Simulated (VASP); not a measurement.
Wanted: the native input for a VASP 6.6.1 run.

| Quantity | Value |
| --- | --- |
| Task | single point |
| Functional | PBE-based screened hybrid with 5 % exact exchange |
| Potentials or basis | VASP PAW PBE potentials, release 64 (Li_sv, F) |
| Cutoff | 520 eV |
| k mesh | 6 × 6 × 6 |
| Occupations | gaussian, width 0.01 eV |
| Spin | no spin polarisation |
| Dipole correction | no |
| Grid for exact exchange (PRECFOCK) | Normal |
| Share of exact exchange | 0.05 |
| Further INCAR settings | ALGO = Normal; EDIFF = 1e-06; NBANDS = 12 |
| Screening parameter | 0.5 1/Å |

The system is LiF.

```xyz
2
Lattice="0.0000 1.9949 1.9949 1.9949 0.0000 1.9949 1.9949 1.9949 0.0000" Properties=species:S:1:pos:R:3 pbc="T T T"
Li    0.0000    0.0000    0.0000
F     1.9949    1.9949    1.9949
```

The input as run:

POSCAR

```
LiF
1.0
    0.0000000000      1.9948691814      1.9948691814
    1.9948691814      0.0000000000      1.9948691814
    1.9948691814      1.9948691814      0.0000000000
Li F
1 1
Direct
    0.0000000000      0.0000000000      0.0000000000
    0.5000000000      0.5000000000      0.5000000000
```

INCAR.step1

```
ALGO = Normal
EDIFF = 1E-5
ENCUT = 520
GGA = PE
ISIF = 2
ISMEAR = 0
LASPH = True
LCHARG = False
LREAL = False
LWAVE = True
NBANDS = 12
NELM = 100
PREC = Accurate
SIGMA = 0.01
```

INCAR.step2

```
AEXX = 0.05
ALGO = Normal
EDIFF = 1E-6
ENCUT = 520
GGA = PE
HFSCREEN = 0.5
ISIF = 2
ISMEAR = 0
ISTART = 1
LASPH = True
LCHARG = False
LHFCALC = True
LREAL = False
LWAVE = False
NBANDS = 12
NELM = 100
PREC = Accurate
PRECFOCK = Normal
SIGMA = 0.01
```

KPOINTS

```
k-points
0
Gamma
  6 6 6
```

Potentials or basis: VASP PAW PBE potentials, release 64 (Li_sv, F).

Run with:

```sh
$ cat potpaw_PBE.64/Li_sv/POTCAR potpaw_PBE.64/F/POTCAR > POTCAR
$ cp INCAR.step1 INCAR
$ mpirun -np 1 vasp_std > vasp.out
$ cp INCAR.step2 INCAR
$ mpirun -np 1 vasp_std > vasp.out
```

Results of the run:

| Quantity | Value |
| --- | --- |
| Band gap on the k mesh | 9.65 eV |

Caveat: the k points lie up to 0.45 Å⁻¹ apart.

Wall time 75 s on 1 thread of Intel(R) Xeon(R) Platinum 8488C (Sapphire Rapids) (shared host), peak memory 0.23 GiB.
